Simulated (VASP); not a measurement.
Runs of VASP 6.6.1 on Cu. The structure is that of space group R-3m (No. 166), or close to it. The cells are those of the table. 

```csv
cell,further INCAR settings,gap on the mesh (eV),pressure (GPa)
"a = 2.436 Å, angles 67.3°, 1 atom",ALGO = Fast; EDIFF = 1e-06; NBANDS = 12,none,6.2
"a = 3.514 Å, angles 33.6°, 1 atom",ALGO = Fast; EDIFF = 1e-07; NBANDS = 12,none,113.2
"a = 3.220 Å, angles 38.9°, 1 atom",ALGO = Fast; EDIFF = 1e-07; NBANDS = 12,none,64.8
"a = 2.295 Å, angles 82.7°, 1 atom",ALGO = Fast; EDIFF = 1e-07; NBANDS = 12,none,(a)
"a = 2.344 Å, angles 75.3°, 1 atom",ALGO = Fast; EDIFF = 1e-07; NBANDS = 12,none,14.9
"a = 2.936 Å, angles 45.7°, 1 atom",ALGO = Fast; EDIFF = 1e-06; NBANDS = 12,none,27.3
"a = 2.736 Å, angles 52.2°, 1 atom",ALGO = Fast; EDIFF = 1e-06; NBANDS = 12,none,(b)
```

Alike in all rows: task single point; level PBE; potentials or basis VASP PAW PBE potentials, release 64 (Cu); no spin polarisation; k mesh 24 × 24 × 24; cutoff (eV) 520; smearing gaussian 0.15 eV.

**Question.** Estimate the missing entries.

**Answer.** (a) 22.7; (b) 8.7.

A gap of «none» marks levels without a gap at the run's occupations.
